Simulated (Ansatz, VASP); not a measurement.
# Two plane-wave programs on InSe

```
In Se
1.0
     4.00606    0.00000    0.00000
    -2.00303    3.46935    0.00000
     0.00000    0.00000   16.99183
In Se
4 4
Direct
  0.33333 0.66667 0.16830
  0.66667 0.33333 0.66830
  0.33333 0.66667 0.33170
  0.66667 0.33333 0.83170
  0.33333 0.66667 0.59304
  0.66667 0.33333 0.09304
  0.33333 0.66667 0.90696
  0.66667 0.33333 0.40696
```

Alike in both runs: functional PBEsol; k mesh 12 × 12 × 2; occupations gaussian, width 0.02 eV; no spin polarisation.

Ansatz relaxed the structure, and its values are those at the end. VASP's run is a single point on that final structure, the one shown.

```csv
,VASP,Ansatz
version,VASP 6.6.1,Ansatz 0.2.0
potentials or method,"VASP PAW PBE potentials, release 64 (In_d, Se), cutoff 520 eV","scalar-relativistic, plane waves, PAW"
valence electrons in the cell,76,116
```

|  | VASP | Ansatz | Ansatz less VASP |
| --- | --- | --- | --- |
| gap on the k mesh at the Fermi level (eV) | 0.42 | 0.43 | +0.012 |
| least direct gap on the mesh (eV) | 0.42 | 0.43 | +0.012 |
| pressure (GPa) | 0.1 | 0.0 | -0.06 |
| rms of the force components (eV/Å) | 0.011 | 0.000 | -0.0103 |

VASP's potentials were made for PBE, not for PBEsol. VASP's potentials hold 76 valence electrons a cell and Ansatz's 116, so a difference there can come from the potentials and not from the codes.
